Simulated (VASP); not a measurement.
# Na2AgMoF6 (Fm-3m) in VASP: single point with PBE

Aim: the single point of Na2AgMoF6 with PBE.

Program: VASP 6.6.1. These are calculated values, not measurements. Logs are shortened: lines on timing, memory, paths and dates and some standing lists are left out, and cuts for length are marked.

## Step 1: The cell of the first run

The structure is cubic, space group Fm-3m (No. 225). Conventional cell: a = 8.863 Å, b = 8.863 Å, c = 8.863 Å, α = 90.00°, β = 90.00°, γ = 90.00°. Within 4.1 Å of Na (site symmetry -43m) lie 12 F at 3.14 Å and 4 Ag at 3.84 Å and 4 Mo at 3.84 Å. Ag (site symmetry m-3m) has 6 F at 2.37 Å within 3.1 Å. Within 2.7 Å of Mo (site symmetry m-3m) lie 6 F at 2.06 Å. F (site symmetry 4mm) has 1 Mo at 2.06 Å and 1 Ag at 2.37 Å within 2.7 Å.

## Step 2: Single point, PBE

The input, INCAR:

```
PREC     = Accurate       # precision mode
ENCUT    = 520            # plane-wave cutoff, eV
EDIFF    = 1E-6           # SCF threshold, eV
ISMEAR   = -1             # smearing method
SIGMA    = 0.05           # smearing width, eV
LREAL    = F              # projectors in reciprocal space
LASPH    = T              # aspherical terms in the spheres
NELM     = 100            # most SCF steps
ALGO     = Normal         # electronic algorithm
ISIF     = 2              # what is computed and relaxed
LWAVE    = F              # write WAVECAR
LCHARG   = F              # write CHGCAR
GGA      = PE             # functional
NBANDS   = 52             # bands
```

The input, KPOINTS:

```
Automatic mesh
0
Gamma
  5 5 5
```

The input, POSCAR:

```
Na2AgMoF6
1.0
    0.0000000000      4.4316760000      4.4316760000
    4.4316760000      0.0000000000      4.4316760000
    4.4316760000      4.4316760000      0.0000000000
Na Ag Mo F
2 1 1 6
Direct
    0.2500000000      0.2500000000      0.2500000000
    0.7500000000      0.7500000000      0.7500000000
    0.5000000000      0.5000000000      0.5000000000
    0.0000000000      0.0000000000      0.0000000000
    0.2327610000      0.2327610000      0.7672390000
    0.2327610000      0.7672390000      0.7672390000
    0.7672390000      0.7672390000      0.2327610000
    0.2327610000      0.7672390000      0.2327610000
    0.7672390000      0.2327610000      0.7672390000
    0.7672390000      0.2327610000      0.2327610000
```

Potentials or basis: VASP PAW PBE potentials, release 64 (Na_pv, Ag, Mo_sv, F).

Run with:

```sh
$ cat potpaw_PBE.64/Na_pv/POTCAR potpaw_PBE.64/Ag/POTCAR potpaw_PBE.64/Mo_sv/POTCAR potpaw_PBE.64/F/POTCAR > POTCAR
$ mpirun -np 1 vasp_std > vasp.out
```

OUTCAR:

```text
PREC = Accurate
   ENCUT = 520
   EDIFF = 1E-6
   ISMEAR = -1
   LREAL = F
   LASPH = T
   NELM = 100
   ISIF = 2
   GGA = PE

 ion  position               nearest neighbor table
   1  0.250  0.250  0.250-
   2  0.750  0.750  0.750-
   3  0.500  0.500  0.500-   5 2.37   6 2.37   7 2.37   8 2.37   9 2.37  10 2.37
   4  0.000  0.000  0.000-   5 2.06   6 2.06   7 2.06   8 2.06   9 2.06  10 2.06
   5  0.233  0.233  0.767-   4 2.06   3 2.37
   6  0.233  0.767  0.767-   4 2.06   3 2.37
   7  0.767  0.767  0.233-   4 2.06   3 2.37
   8  0.233  0.767  0.233-   4 2.06   3 2.37
   9  0.767  0.233  0.767-   4 2.06   3 2.37
  10  0.767  0.233  0.233-   4 2.06   3 2.37

  LATTYP: Found a face centered cubic cell.
 ALAT       =     8.8633520000

  Lattice vectors:

 A1 = (   0.0000000000,   4.4316760000,   4.4316760000)
 A2 = (   4.4316760000,   0.0000000000,   4.4316760000)
 A3 = (   4.4316760000,   4.4316760000,   0.0000000000)

Analysis of symmetry for initial positions (statically):
=====================================================================
 Subroutine PRICEL returns:
 Original cell was already a primitive cell.

 Routine SETGRP: Setting up the symmetry group for a
 face centered cubic supercell.

 Subroutine GETGRP returns: Found 48 space group operations
 (whereof 48 operations were pure point group operations)
 out of a pool of 48 trial point group operations.

The static configuration has the point symmetry O_h .

Analysis of symmetry for dynamics (positions and initial velocities):
=====================================================================
 Subroutine PRICEL returns:
 Original cell was already a primitive cell.

 Routine SETGRP: Setting up the symmetry group for a
 face centered cubic supercell.

 Subroutine GETGRP returns: Found 48 space group operations
 (whereof 48 operations were pure point group operations)
 out of a pool of 48 trial point group operations.

The dynamic configuration has the point symmetry O_h .

 Subroutine INISYM returns: Found 48 space group operations
 (whereof 48 operations are pure point group operations),
 and found     1 'primitive' translations

----------------------------------------------------------------------------------------

                                     Primitive cell

  volume of cell :     174.0740

  direct lattice vectors                    reciprocal lattice vectors
     0.000000000  4.431676000  4.431676000    -0.112824132  0.112824132  0.112824132
     4.431676000  0.000000000  4.431676000     0.112824132 -0.112824132  0.112824132
     4.431676000  4.431676000  0.000000000     0.112824132  0.112824132 -0.112824132

  length of vectors
     6.267336303  6.267336303  6.267336303     0.195417130  0.195417130  0.195417130

  position of ions in fractional coordinates (direct lattice)
     0.250000000  0.250000000  0.250000000
     0.750000000  0.750000000  0.750000000
     0.500000000  0.500000000  0.500000000
     0.000000000  0.000000000  0.000000000
     0.232761000  0.232761000  0.767239000
     0.232761000  0.767239000  0.767239000
     0.767239000  0.767239000  0.232761000
     0.232761000  0.767239000  0.232761000
     0.767239000  0.232761000  0.767239000
     0.767239000  0.232761000  0.232761000

  ion indices of the primitive-cell ions
   primitive index   ion index
                 1           1
                 2           2
                 3           3
                 4           4
                 5           5
                 6           6
                 7           7
                 8           8
                 9           9
                10          10

----------------------------------------------------------------------------------------

 KPOINTS: Automatic mesh

Automatic generation of k-mesh.
 Grid dimensions read from file:
 generate k-points for:    5    5    5

 Generating k-lattice:

  Cartesian coordinates                     Fractional coordinates (reciprocal lattice)
    -0.022564826  0.022564826  0.022564826     0.200000000  0.000000000  0.000000000
     0.022564826 -0.022564826  0.022564826     0.000000000  0.200000000  0.000000000
     0.022564826  0.022564826 -0.022564826     0.000000000  0.000000000  0.200000000

  Length of vectors
     0.039083426  0.039083426  0.039083426

  Shift w.r.t. Gamma in fractional coordinates (k-lattice)
     0.000000000  0.000000000  0.000000000

 Subroutine IBZKPT returns following result:
 ===========================================

 Found     10 irreducible k-points:

 Following reciprocal coordinates:
            Coordinates               Weight
  0.000000  0.000000  0.000000      1.000000
  0.200000  0.000000  0.000000      8.000000
  0.400000  0.000000  0.000000      8.000000
  0.200000  0.200000  0.000000      6.000000
  0.400000  0.200000  0.000000     24.000000
 -0.400000  0.200000  0.000000     24.000000
 -0.200000  0.200000  0.000000     12.000000
  0.400000  0.400000  0.000000      6.000000
 -0.400000  0.400000  0.000000     12.000000
 -0.400000  0.400000  0.200000     24.000000
   k-points           NKPTS =     10   k-points in BZ     NKDIM =     10   number of bands    NBANDS=     52
   number of dos      NEDOS =    301   number of ions     NIONS =     10
   total plane-waves  NPLWV = 110592
   dimension x,y,z NGX =    48 NGY =   48 NGZ =   48
   dimension x,y,z NGXF=    96 NGYF=   96 NGZF=   96
   ions per type =               2   1   1   6
   NGX,Y,Z   is equivalent  to a cutoff of  12.73, 12.73, 12.73 a.u.
   NGXF,Y,Z  is equivalent  to a cutoff of  25.46, 25.46, 25.46 a.u.
 SYSTEM =  unknown system
   PREC   = accura    normal or accurate (medium, high low for compatibility)
   ISTART =      0    job   : 0-new  1-cont  2-samecut
   ICHARG =      2    charge: 1-file 2-atom 10-const
   ISPIN  =      1    spin polarized calculation?
   LNONCOLLINEAR =      F non collinear calculations
   LSORBIT =      F    spin-orbit coupling
   LASPH  =      T    aspherical Exc in radial PAW
   ENCUT  =  520.0 eV  38.22 Ry    6.18 a.u.  11.65 11.65 11.65*2*pi/ulx,y,z
   NELM   =    100;   NELMIN=  2; NELMDL= -5     # of ELM steps
   EDIFF  = 0.1E-05   stopping-criterion for ELM
   LREAL  =      F    real-space projection
   EDIFFG = 0.1E-04   stopping-criterion for IOM
   NSW    =      0    number of steps for IOM
   IBRION =     -1    ionic relax: 0-MD 1-quasi-New 2-CG
   NFREE  =      0    steps in history (QN), initial steepest desc. (CG)
   ISIF   =      2    stress and relaxation
   ISYM   =      2    0-nonsym 1-usesym 2-fastsym
   POTIM  = 0.5000    time-step for ionic-motion
   TEBEG  =    0.0;   TEEND  =   0.0 temperature during run
   PSTRESS=    0.0 pullay stress
   NELECT =      81.0000    total number of electrons
   NUPDOWN=      -1.0000    fix difference up-down
   EMIN   =  10.00;   EMAX   =-10.00  energy-range for DOS
   EFERMI =   0.00;   METHOD = LEGACY
   ISMEAR =    -1;   SIGMA  =   0.05  broadening in eV -4-tet -1-fermi 0-gaus
   EFERMI_NEDOS =   21; number of points for ismear=-14 and -15
   IALGO  =     38    algorithm
   IMIX   =      4    mixing-type and parameters
     AMIX     =   0.40;   BMIX     =  1.00
     AMIX_MAG =   1.60;   BMIX_MAG =  1.00
  volume/ion in A,a.u.               =      17.41       117.47
  Fermi-wavevector in a.u.,A,eV,Ry     =   1.268601  2.397309 21.896528  1.609349
  Thomas-Fermi vector in A             =   2.401687
   LORBIT       =      0    0 simple, 1 ext, 2 COOP (PROOUT), +10 PAW based schemes
   GGA     = PE    functional components
   LHFCALC =     F    Hartree Fock is set to
   AEXX    =    0.0000 exact exchange contribution
   IVDW    =     0    specifies the selected vdW correction
   LEPSILON=     F    determine dielectric tensor
   LRPA    =     F    only Hartree local field effects (RPA)
 non-spin polarized calculation
  energy-cutoff  :      520.00
  volume of cell :      174.07
 maximum number of plane-waves:      4711
   NGX = 23   NGY = 23   NGZ = 23

 number of electron      81.0000015 magnetization

 Free energy of the ion-electron system (eV)
  ---------------------------------------------------
  ext. energy  EPLUGINS =         0.00000000
  ---------------------------------------------------
  free energy    TOTEN  =       -46.28869087 eV

  energy without entropy =      -46.08152970  energy(sigma->0) =      -46.18511029

 E-fermi :   3.0891     XC(G=0):  -8.3646

 val. band max:        3.0888836993   @ k =   0.4000   0.0000   0.0000
 cond. band min:       3.0911925120   @ k =  -0.4000   0.2000   0.0000
 fundamental gap:      0.0023088127
 Fermi energy:         3.0891185675

 k-point     1 :       0.0000    0.0000    0.0000
  band No.  band energies     occupation
      1     -59.2338      2.00000
      2     -33.4077      2.00000
      3     -33.4077      2.00000
      4     -33.4077      2.00000
      5     -23.0158      2.00000
      6     -23.0158      2.00000
[... 44 lines left out ...]
     51       9.0080      0.00000
     52       9.0081      0.00000

 k-point     2 :       0.2000    0.0000    0.0000
  band No.  band energies     occupation
      1     -59.2339      2.00000
      2     -33.4077      2.00000
      3     -33.4077      2.00000
      4     -33.4077      2.00000
      5     -23.0162      2.00000
      6     -23.0158      2.00000
[... 44 lines left out ...]
     51       9.3637      0.00000
     52       9.3638      0.00000
[... 383 lines left out ...]
     51      10.3389      0.00000
     52      10.4238      0.00000

 k-point    10 :      -0.4000    0.4000    0.2000
  band No.  band energies     occupation
      1     -59.2338      2.00000
      2     -33.4078      2.00000
      3     -33.4077      2.00000
      4     -33.4077      2.00000
      5     -23.0196      2.00000
      6     -23.0184      2.00000
[... 44 lines left out ...]
     51       9.3904      0.00000
     52      10.4616      0.00000

------------------------ aborting loop because EDIFF is reached ----------------------------------------

  FORCE on cell =-STRESS in cart. coord.  units (eV):
  Direction    XX          YY          ZZ          XY          YZ          ZX
  --------------------------------------------------------------------------------------
  -------------------------------------------------------------------------------------
  Total       -1.5320268     -1.5320268     -1.5320268     -0.0000000     -0.0000000      0.0000000
  in kB      -14.1007739    -14.1007739    -14.1007739     -0.0000000     -0.0000000      0.0000000
  external PRESSURE =     -14.1007739 kB  Pullay stress =       0.0000000 kB

 VOLUME and BASIS-vectors are now :
 -----------------------------------------------------------------------------
  energy-cutoff  :      520.00
  volume of cell :      174.07
      direct lattice vectors                 reciprocal lattice vectors
     0.000000000  4.431676000  4.431676000    -0.112824132  0.112824132  0.112824132
     4.431676000  0.000000000  4.431676000     0.112824132 -0.112824132  0.112824132
     4.431676000  4.431676000  0.000000000     0.112824132  0.112824132 -0.112824132

 POSITION                                       TOTAL-FORCE (eV/Angst)
 -----------------------------------------------------------------------------------
      2.21584      2.21584      2.21584        -0.000000     -0.000000      0.000000
      6.64751      6.64751      6.64751         0.000000     -0.000000      0.000000
      4.43168      4.43168      4.43168        -0.000000     -0.000000      0.000000
      0.00000      0.00000      0.00000         0.000000     -0.000000      0.000000
      4.43168      4.43168      2.06304         0.000000     -0.000000     -0.460166
      6.80031      4.43168      4.43168         0.460166     -0.000000      0.000000
      4.43168      4.43168      6.80031         0.000000     -0.000000      0.460166
      4.43168      2.06304      4.43168         0.000000     -0.460166      0.000000
      4.43168      6.80031      4.43168         0.000000      0.460166      0.000000
      2.06304      4.43168      4.43168        -0.460166     -0.000000      0.000000
 -----------------------------------------------------------------------------------
    total drift:                                0.000000      0.000000      0.000000

  FREE ENERGIE OF THE ION-ELECTRON SYSTEM (eV)
  ---------------------------------------------------
  free  energy   TOTEN  =       -46.2886908730 eV

  energy  without entropy=      -46.0815297030  energy(sigma->0) =      -46.18511029
```

It took 2.2 min on 1 thread of AMD EPYC 7R43 (Zen 3), shared host; peak memory 0.32 GiB.

What came out:

```yaml
Free_energy: -46.2887 eV
Pressure: -1.4 GPa
Largest_force: 0.460 eV/Å
Band_gap_on_the_k_mesh: zero (an odd number of electrons rules out a gap without spin polarisation)
```

Forces in eV/Å, atoms in the order of the input:
```
Na   0.000  0.000  0.000
Na   0.000  0.000  0.000
Ag   0.000  0.000  0.000
Mo   0.000  0.000  0.000
F    0.000  0.000 -0.460
F    0.460  0.000  0.000
F    0.000  0.000  0.460
F    0.000 -0.460  0.000
F    0.000  0.460  0.000
F   -0.460  0.000  0.000
```

Levels at points of the mesh, in eV from the Fermi level:
```tsv
k point	band 38	band 39	band 40	band 41	band 42	band 43
(0.00, 0.00, 0.00)	-2.87	-2.87	-0.46	0.01	0.01	0.01
```

Caveat: an odd number of electrons without spin polarisation forces a metal; a magnetic or distorted state may lie lower.
